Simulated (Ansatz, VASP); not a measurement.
TiO3: VASP beside Ansatz

INCAR

```
SYSTEM = TiO3
PREC     = Accurate       ! precision mode
ENCUT    = 520            ! plane-wave cutoff, eV
EDIFF    = 1E-6           ! SCF threshold, eV
ISMEAR   = 0              ! smearing method
SIGMA    = 0.1            ! smearing width, eV
LREAL    = .FALSE.        ! projectors in reciprocal space
LASPH    = .TRUE.         ! aspherical terms in the spheres
NELM     = 150            ! most SCF steps
ALGO     = Normal         ! electronic algorithm
ISIF     = 2              ! what is computed and relaxed
LWAVE    = .FALSE.        ! write WAVECAR
LCHARG   = .FALSE.        ! write CHGCAR
ISPIN    = 2              ! spin polarisation
MAGMOM   = 1 1 1 1        ! initial moments
LORBIT   = 11             ! projections on sites
LMAXMIX  = 4              ! l up to which the mixer works
GGA      = PE             ! functional
NBANDS   = 27             ! bands
```

The input KPOINTS:

```
Automatic mesh
0
G
  6 6 6
  0 0 0
```

Contents of POSCAR:

```
TiO3
1.0
    3.9052800000      0.0000000000      0.0000000000
    0.0000000000      3.9052800000      0.0000000000
    0.0000000000      0.0000000000      3.9052800000
Ti O
1 3
Direct
    0.0000000000      0.0000000000      0.0000000000
    0.5000000000      0.0000000000      0.0000000000
    0.0000000000      0.5000000000      0.0000000000
    0.0000000000      0.0000000000      0.5000000000
```

Input for Ansatz:

```yaml
crystal:
  lattice:
    - [3.90528, 0.0, 0.0]
    - [0.0, 3.90528, 0.0]
    - [0.0, 0.0, 3.90528]
  atoms:
    - { symbol: Ti, position: [0.0, 0.0, 0.0], spin: 1.0 }
    - { symbol: O, position: [0.5, 0.0, 0.0], spin: 1.0 }
    - { symbol: O, position: [0.0, 0.5, 0.0], spin: 1.0 }
    - { symbol: O, position: [0.0, 0.0, 0.5], spin: 1.0 }
magnetization:
  spin_polarized: true
basis:
  ecutwfc: 420
  fft_grid_basis: typed
kpoints:
  mp_grid: { grid: [6, 6, 6] }
hamiltonian:
  xc: pbe
scf:
  occupations: { method: gaussian, width: 0.1 }
output:
  forces: true
  stress: true
  eigenvalues: true
  bader: true
  write_density: true
  volumetric_format: npy
  populations: true
```

Alike in both runs: task single point; functional PBE; k mesh 6 × 6 × 6; occupations gaussian, width 0.1 eV; collinear spin.

|  | VASP | Ansatz |
| --- | --- | --- |
| version | VASP 6.6.1 | Ansatz 0.2.0 |
| potentials or method | VASP PAW PBE potentials, release 64 (Ti_sv, O), cutoff 520 eV | scalar-relativistic, plane waves, PAW |
| valence electrons in the cell | 30 | 30 |

Ansatz gave:

- gap on the k mesh at the Fermi level (eV): none
- net moment per atom (μB): 0.50
- size of the moment on the site where the two differ most (μB): 0.15

Task: Which values does VASP return?

Result: gap on the k mesh at the Fermi level (eV): none; net moment per atom (μB): 0.50; size of the moment on the site where the two differ most (μB): 0.23.

Site moments also hang on the region over which each program counts them. A gap of «none» marks a metal or a gap that the smearing closes. The functional is the same, so the differences come from potentials, cutoffs and numerics. Ansatz's warnings: seeded moment not kept.
